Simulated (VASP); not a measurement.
# Cr (Pm-3m) in VASP: further runs

Cr is run at these levels: PBEsol+U, PBEsol; tasks: single point.

All numbers are computed with VASP 6.6.1; they aren't measurements. Logs are shortened: lines on timing, memory, paths and dates and some standing lists are left out, and cuts for length are marked.

### 1 The cell of the first run

The structure is cubic, space group Pm-3m (No. 221). The conventional cell has a = 2.246 Å, b = 2.246 Å, c = 2.246 Å, α = 90.00°, β = 90.00°, γ = 90.00°. Within 3.0 Å of Cr (site symmetry m-3m) lie 6 Cr at 2.25 Å.

This isn't the form of Cr at room conditions, which is bcc.

### 2 Single point, PBEsol+U, collinear spin, ferromagnetic start

File INCAR:

```
PREC = Accurate
ENCUT = 520
EDIFF = 1E-6
ISMEAR = -1
SIGMA = 0.1
LREAL = F
LASPH = T
NELM = 150
ALGO = Normal
ISIF = 2
LWAVE = F
LCHARG = F
ISPIN = 2
MAGMOM = 2
LORBIT = 11
LMAXMIX = 4
LDAU = T
LDAUTYPE = 2
LDAUL = 2
LDAUU = 5
LDAUJ = 0
LDAUPRINT = 1
GGA = PS
NBANDS = 16
```

File KPOINTS:

```
regular mesh
0
Gamma
  16 16 16
```

File POSCAR:

```
Cr
1.0
    2.2461670566      0.0000000000      0.0000000000
    0.0000000000      2.2461670566      0.0000000000
    0.0000000000      0.0000000000      2.2461670566
Cr
1
Direct
    0.0000000000      0.0000000000      0.0000000000
```

Potentials or basis: VASP PAW PBE potentials, release 64 (Cr_pv).

On the command line:

```bash
$ cat potpaw_PBE.64/Cr_pv/POTCAR > POTCAR
$ mpirun -np 1 vasp_std > vasp.out
```

OUTCAR:

```text
PREC = Accurate
   ENCUT = 520
   EDIFF = 1E-6
   ISMEAR = -1
   LREAL = F
   LASPH = T
   NELM = 150
   ISIF = 2
   ISPIN = 2
   LORBIT = 11
   GGA = PS

 ion  position               nearest neighbor table
   1  0.000  0.000  0.000-

  LATTYP: Found a simple cubic cell.
 ALAT       =     2.2461670566

  Lattice vectors:

 A1 = (   2.2461670566,   0.0000000000,   0.0000000000)
 A2 = (   0.0000000000,   2.2461670566,   0.0000000000)
 A3 = (   0.0000000000,   0.0000000000,   2.2461670566)

Analysis of symmetry for initial positions (statically):
=====================================================================
 Subroutine PRICEL returns:
 Original cell was already a primitive cell.

 Routine SETGRP: Setting up the symmetry group for a
 simple cubic supercell.

 Subroutine GETGRP returns: Found 48 space group operations
 (whereof 48 operations were pure point group operations)
 out of a pool of 48 trial point group operations.

The static configuration has the point symmetry O_h .

Analysis of symmetry for dynamics (positions and initial velocities):
=====================================================================
 Subroutine PRICEL returns:
 Original cell was already a primitive cell.

 Routine SETGRP: Setting up the symmetry group for a
 simple cubic supercell.

 Subroutine GETGRP returns: Found 48 space group operations
 (whereof 48 operations were pure point group operations)
 out of a pool of 48 trial point group operations.

The dynamic configuration has the point symmetry O_h .

Analysis of structural, dynamic, and magnetic symmetry:
=====================================================================
 Subroutine PRICEL returns:
 Original cell was already a primitive cell.

 Routine SETGRP: Setting up the symmetry group for a
 simple cubic supercell.

 Subroutine GETGRP returns: Found 48 space group operations
 (whereof 48 operations were pure point group operations)
 out of a pool of 48 trial point group operations.

The overall configuration has the point symmetry O_h .

 Subroutine INISYM returns: Found 48 space group operations
 (whereof 48 operations are pure point group operations),
 and found     1 'primitive' translations

----------------------------------------------------------------------------------------

                                     Primitive cell

  volume of cell :      11.3325

  direct lattice vectors                    reciprocal lattice vectors
     2.246167057  0.000000000  0.000000000     0.445202861  0.000000000  0.000000000
     0.000000000  2.246167057  0.000000000     0.000000000  0.445202861  0.000000000
     0.000000000  0.000000000  2.246167057     0.000000000  0.000000000  0.445202861

  length of vectors
     2.246167057  2.246167057  2.246167057     0.445202861  0.445202861  0.445202861

  position of ions in fractional coordinates (direct lattice)
     0.000000000  0.000000000  0.000000000

  ion indices of the primitive-cell ions
   primitive index   ion index
                 1           1

----------------------------------------------------------------------------------------

 KPOINTS: regular mesh

Automatic generation of k-mesh.
 Grid dimensions read from file:
 generate k-points for:   16   16   16

 Generating k-lattice:

  Cartesian coordinates                     Fractional coordinates (reciprocal lattice)
     0.027825179  0.000000000  0.000000000     0.062500000  0.000000000  0.000000000
     0.000000000  0.027825179  0.000000000     0.000000000  0.062500000  0.000000000
     0.000000000  0.000000000  0.027825179     0.000000000  0.000000000  0.062500000

  Length of vectors
     0.027825179  0.027825179  0.027825179

  Shift w.r.t. Gamma in fractional coordinates (k-lattice)
     0.000000000  0.000000000  0.000000000

 Subroutine IBZKPT returns following result:
 ===========================================

 Found    165 irreducible k-points:

 Following reciprocal coordinates:
            Coordinates               Weight
  0.000000  0.000000  0.000000      1.000000
  0.062500  0.000000  0.000000      6.000000
  0.125000  0.000000  0.000000      6.000000
  0.187500  0.000000  0.000000      6.000000
  0.250000  0.000000  0.000000      6.000000
  0.312500  0.000000  0.000000      6.000000
[... 16 lines left out ...]
  0.437500  0.125000  0.000000     24.000000
  0.500000  0.125000  0.000000     12.000000
 [... further k-points ...]
   k-points           NKPTS =    165   k-points in BZ     NKDIM =    165   number of bands    NBANDS=     16
   number of dos      NEDOS =    301   number of ions     NIONS =      1
   total plane-waves  NPLWV =   5832
   dimension x,y,z NGX =    18 NGY =   18 NGZ =   18
   dimension x,y,z NGXF=    36 NGYF=   36 NGZF=   36
   ions per type =               1
   NGX,Y,Z   is equivalent  to a cutoff of  13.32, 13.32, 13.32 a.u.
   NGXF,Y,Z  is equivalent  to a cutoff of  26.64, 26.64, 26.64 a.u.
 SYSTEM =  unknown system
   PREC   = accura    normal or accurate (medium, high low for compatibility)
   ISTART =      0    job   : 0-new  1-cont  2-samecut
   ICHARG =      2    charge: 1-file 2-atom 10-const
   ISPIN  =      2    spin polarized calculation?
   LNONCOLLINEAR =      F non collinear calculations
   LSORBIT =      F    spin-orbit coupling
   LASPH  =      T    aspherical Exc in radial PAW
   ENCUT  =  520.0 eV  38.22 Ry    6.18 a.u.   4.18  4.18  4.18*2*pi/ulx,y,z
   NELM   =    150;   NELMIN=  2; NELMDL= -5     # of ELM steps
   EDIFF  = 0.1E-05   stopping-criterion for ELM
   LREAL  =      F    real-space projection
   EDIFFG = 0.1E-04   stopping-criterion for IOM
   NSW    =      0    number of steps for IOM
   IBRION =     -1    ionic relax: 0-MD 1-quasi-New 2-CG
   NFREE  =      0    steps in history (QN), initial steepest desc. (CG)
   ISIF   =      2    stress and relaxation
   ISYM   =      2    0-nonsym 1-usesym 2-fastsym
   POTIM  = 0.5000    time-step for ionic-motion
   TEBEG  =    0.0;   TEEND  =   0.0 temperature during run
   PSTRESS=    0.0 pullay stress
   NELECT =      12.0000    total number of electrons
   NUPDOWN=      -1.0000    fix difference up-down
   EMIN   =  10.00;   EMAX   =-10.00  energy-range for DOS
   EFERMI =   0.00;   METHOD = LEGACY
   ISMEAR =    -1;   SIGMA  =   0.10  broadening in eV -4-tet -1-fermi 0-gaus
   EFERMI_NEDOS =   21; number of points for ismear=-14 and -15
   IALGO  =     38    algorithm
   IMIX   =      4    mixing-type and parameters
     AMIX     =   0.40;   BMIX     =  1.00
     AMIX_MAG =   1.60;   BMIX_MAG =  1.00
  volume/ion in A,a.u.               =      11.33        76.48
  Fermi-wavevector in a.u.,A,eV,Ry     =   1.668629  3.153252 37.883023  2.784324
  Thomas-Fermi vector in A             =   2.754443
   LORBIT       =     11    0 simple, 1 ext, 2 COOP (PROOUT), +10 PAW based schemes
 LDA+U is selected, type is set to LDAUTYPE =  2
   angular momentum for each species LDAUL =     2
   U (eV)           for each species LDAUU =   5.0
   J (eV)           for each species LDAUJ =   0.0
   GGA     = PS    functional components
   LHFCALC =     F    Hartree Fock is set to
   AEXX    =    0.0000 exact exchange contribution
   IVDW    =     0    specifies the selected vdW correction
   LEPSILON=     F    determine dielectric tensor
   LRPA    =     F    only Hartree local field effects (RPA)
 spin polarized calculation
  energy-cutoff  :      520.00
  volume of cell :       11.33
 maximum number of plane-waves:       320
 NGX is ok and might be reduce to    18
   NGX =  9   NGY =  9   NGZ =  9

 number of electron      12.0000004 magnetization       0.0815114

atom =   1  type =  1  l = 2

 onsite density matrix

spin component  1

  0.2890  0.0000 -0.0000 -0.0000  0.0000
  0.0000  0.2890  0.0000  0.0000  0.0000
 -0.0000  0.0000  0.6899 -0.0000 -0.0000
 -0.0000  0.0000 -0.0000  0.2890 -0.0000
  0.0000  0.0000 -0.0000 -0.0000  0.6899

spin component  2

  0.2891  0.0000 -0.0000 -0.0000  0.0000
  0.0000  0.2891  0.0000  0.0000  0.0000
 -0.0000  0.0000  0.6902 -0.0000 -0.0000
 -0.0000  0.0000 -0.0000  0.2891 -0.0000
  0.0000  0.0000 -0.0000 -0.0000  0.6902

 occupancies and eigenvectors

  o =  0.2890  v =  0.0000 -0.9884 -0.0000  0.1518  0.0000  0.0000  0.0000  0.0000  0.0000  0.0000      0.0000  0.0000  0.0000  0.0000  0.0000  0.0000  0.0000  0.0000  0.0000  0.0000
  o =  0.2890  v =  0.0000  0.1518  0.0000  0.9884  0.0000  0.0000  0.0000  0.0000  0.0000  0.0000      0.0000  0.0000  0.0000  0.0000  0.0000  0.0000  0.0000  0.0000  0.0000  0.0000
  o =  0.2890  v =  1.0000  0.0000  0.0000  0.0000  0.0000  0.0000  0.0000  0.0000  0.0000  0.0000      0.0000  0.0000  0.0000  0.0000  0.0000  0.0000  0.0000  0.0000  0.0000  0.0000
  o =  0.2891  v =  0.0000  0.0000  0.0000  0.0000  0.0000  1.0000  0.0000  0.0000  0.0000  0.0000      0.0000  0.0000  0.0000  0.0000  0.0000  0.0000  0.0000  0.0000  0.0000  0.0000
  o =  0.2891  v =  0.0000  0.0000  0.0000  0.0000  0.0000  0.0000  0.4900  0.0000 -0.8717  0.0000      0.0000  0.0000  0.0000  0.0000  0.0000  0.0000  0.0000  0.0000  0.0000  0.0000
  o =  0.2891  v =  0.0000  0.0000  0.0000  0.0000  0.0000  0.0000  0.8717  0.0000  0.4900 -0.0000      0.0000  0.0000  0.0000  0.0000  0.0000  0.0000  0.0000  0.0000  0.0000  0.0000
  o =  0.6899  v =  0.0000 -0.0000  0.9966  0.0000 -0.0819  0.0000  0.0000  0.0000  0.0000  0.0000      0.0000  0.0000  0.0000  0.0000  0.0000  0.0000  0.0000  0.0000  0.0000  0.0000
  o =  0.6899  v =  0.0000  0.0000  0.0819 -0.0000  0.9966  0.0000  0.0000  0.0000  0.0000  0.0000      0.0000  0.0000  0.0000  0.0000  0.0000  0.0000  0.0000  0.0000  0.0000  0.0000
  o =  0.6902  v =  0.0000  0.0000  0.0000  0.0000  0.0000  0.0000 -0.0000  0.9976  0.0000 -0.0699      0.0000  0.0000  0.0000  0.0000  0.0000  0.0000  0.0000  0.0000  0.0000  0.0000
  o =  0.6902  v =  0.0000  0.0000  0.0000  0.0000  0.0000  0.0000  0.0000  0.0699 -0.0000  0.9976      0.0000  0.0000  0.0000  0.0000  0.0000  0.0000  0.0000  0.0000  0.0000  0.0000

 number of electron      12.0000005 magnetization      -0.0014017

 Free energy of the ion-electron system (eV)
  ---------------------------------------------------
  ext. energy  EPLUGINS =         0.00000000
  ---------------------------------------------------
  free energy    TOTEN  =        -3.50884000 eV

  energy without entropy =       -3.47937888  energy(sigma->0) =       -3.49410944

 E-fermi :  11.3822     XC(G=0): -13.8189

 val. band max:       11.3702788628   @ k =   0.4375   0.3750   0.1875
 cond. band min:      11.3872137760   @ k =   0.3750   0.3125   0.0000
 fundamental gap:      0.0169349132
 Fermi energy:        11.3822214083

 spin component 1

 k-point     1 :       0.0000    0.0000    0.0000
  band No.  band energies     occupation
      1     -31.0779      1.00000
      2     -31.0779      1.00000
      3     -31.0778      1.00000
      4       3.3769      1.00000
      5       6.4676      1.00000
      6       6.4676      1.00000
[... 8 lines left out ...]
     15      36.8677      0.00000
     16      42.2309      0.00000

 k-point     2 :       0.0625    0.0000    0.0000
  band No.  band energies     occupation
      1     -31.1378      1.00000
      2     -31.0728      1.00000
      3     -31.0728      1.00000
      4       3.5156      1.00000
      5       6.4992      1.00000
      6       6.5893      1.00000
[... 8 lines left out ...]
     15      37.7356      0.00000
     16      42.8639      0.00000
[... 387 lines left out ...]
      5       7.9931      1.00000
      6       9.5627      1.00000
[... 8 lines left out ...]
     15      41.0179      0.00000
     16      44.8831      0.00000

 k-point    24 :       0.5000    0.1250    0.0000
  band No.  band energies     occupation
      1     -32.5204      1.00000
      2     -31.1563      1.00000
      3     -30.9251      1.00000
      4       7.5050      1.00000
      5       8.1754      1.00000
      6       9.4930      1.00000
[... 8 lines left out ...]
     15      42.3569      0.00000
     16      43.4750      0.00000

 [... further k-points ...]

 spin component 2

 k-point     1 :       0.0000    0.0000    0.0000
  band No.  band energies     occupation
      1     -31.0793      1.00000
      2     -31.0793      1.00000
      3     -31.0793      1.00000
      4       3.3765      1.00000
      5       6.4646      1.00000
      6       6.4647      1.00000
[... 8 lines left out ...]
     15      36.8652      0.00000
     16      42.2306      0.00000

 k-point     2 :       0.0625    0.0000    0.0000
  band No.  band energies     occupation
      1     -31.1393      1.00000
      2     -31.0742      1.00000
      3     -31.0742      1.00000
      4       3.5151      1.00000
      5       6.4962      1.00000
      6       6.5864      1.00000
[... 8 lines left out ...]
     15      37.7334      0.00000
     16      42.8636      0.00000
[... 387 lines left out ...]
      5       7.9908      1.00000
      6       9.5617      1.00000
[... 8 lines left out ...]
     15      41.0173      0.00000
     16      44.8824      0.00000

 k-point    24 :       0.5000    0.1250    0.0000
  band No.  band energies     occupation
      1     -32.5218      1.00000
      2     -31.1577      1.00000
      3     -30.9265      1.00000
      4       7.5023      1.00000
      5       8.1731      1.00000
      6       9.4923      1.00000
[... 8 lines left out ...]
     15      42.3562      0.00000
     16      43.4745      0.00000

 [... further k-points ...]
[... 5 lines left out ...]
  --------------------------------------------------------------------------------------
  -------------------------------------------------------------------------------------
  Total        2.4124571      2.4124571      2.4124571     -0.0000000     -0.0000000      0.0000000
  in kB      341.0703984    341.0703984    341.0703984     -0.0000000     -0.0000000      0.0000000
  external PRESSURE =     341.0703984 kB  Pullay stress =       0.0000000 kB

 VOLUME and BASIS-vectors are now :
 -----------------------------------------------------------------------------
  energy-cutoff  :      520.00
  volume of cell :       11.33
      direct lattice vectors                 reciprocal lattice vectors
     2.246167057  0.000000000  0.000000000     0.445202861  0.000000000  0.000000000
     0.000000000  2.246167057  0.000000000     0.000000000  0.445202861  0.000000000
     0.000000000  0.000000000  2.246167057     0.000000000  0.000000000  0.445202861

 POSITION                                       TOTAL-FORCE (eV/Angst)
 -----------------------------------------------------------------------------------
      0.00000      0.00000      0.00000         0.000000      0.000000      0.000000
 -----------------------------------------------------------------------------------
    total drift:                                0.000000      0.000000      0.000000

  FREE ENERGIE OF THE ION-ELECTRON SYSTEM (eV)
  ---------------------------------------------------
  free  energy   TOTEN  =        -3.5088399995 eV

  energy  without entropy=       -3.4793788795  energy(sigma->0) =       -3.49410944

 total charge

# of ion       s       p       d       tot
------------------------------------------
    1        0.466   6.414   4.453  11.333

 magnetization (x)

# of ion       s       p       d       tot
------------------------------------------
    1        0.000  -0.000  -0.001  -0.001
```

It took 30 s on 1 thread of Intel Xeon 6975P-C (Granite Rapids), shared host; peak memory 0.16 GiB.

Results:

```yaml
Free_energy: -3.5088 eV
Pressure: 34.1 GPa
Band_gap_on_the_k_mesh: zero (filled and empty bands overlap)
Net_moment: 0.00 μB per cell
Valence_electrons_inside_the_program's_atomic_spheres: Cr 11.33
```

Eigenvalues of the final occupation matrices:
```csv
site,spin,trace,eigenvalues
site 1 d,1,2.25,0.29 0.29 0.29 0.69 0.69
site 1 d,2,2.25,0.29 0.29 0.29 0.69 0.69
```

Caveat: the cell stands under pressure; an empty level that is flat over the whole mesh can mark a ghost state of the potentials, or a narrow d or f band; the PAW data sets were made with another functional, which shifts forces and pressure a little; the U is typed as a test and isn't derived for this compound. The state reached can hang on the start; a lower one may exist.

(Part 1 of 2 ends here.)
